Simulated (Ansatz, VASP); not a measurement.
# One calculation of Ir, two programs

```
CELL_PARAMETERS angstrom
0.00000 -1.90541 -1.90541
0.00000 1.90541 -1.90541
3.81081 0.00000 0.00000
ATOMIC_POSITIONS crystal
Ir 0.51511 0.48489 0.47754
Ir 0.98489 0.01511 0.02246
```

Change from the starting cell: mode 4 frozen in at -0.058 Å and mode 6 at -0.086 Å (largest displacements).

Alike in both runs: task single point; functional LDA; k mesh 16 × 16 × 12; occupations gaussian, width 0.15 eV; no spin polarisation.

|  | VASP | Ansatz |
| --- | --- | --- |
| version | VASP 6.6.1 | Ansatz 0.2.0 |
| potentials or method | VASP PAW LDA potentials, release 64 (Ir), cutoff 520 eV | scalar-relativistic, plane waves, PAW |
| valence electrons in the cell | 18 | 34 |

|  | VASP | Ansatz | Ansatz less VASP |
| --- | --- | --- | --- |
| gap on the k mesh at the Fermi level (eV) | none | none | - |
| pressure (GPa) | 10.6 | 7.8 | -2.77 |
| traceless stress, the component that is largest in VASP (GPa) | 7.38 | 7.33 | -0.052 |
| rms of the force components (eV/Å) | 1.661 | 1.611 | -0.0499 |

Ansatz warns that its potentials were made for another functional, while VASP's fit it. LDA's correlation is that of Perdew and Zunger in VASP and of Perdew and Wang (1992) in Ansatz. Atom by atom the forces differ by 0.050 eV/Å (rms over components). A gap of «none» marks a metal or a gap that the smearing closes. VASP's potentials hold 18 valence electrons a cell and Ansatz's 34, so a difference there can come from the potentials and not from the codes.

Neither program's run includes spin-orbit coupling.
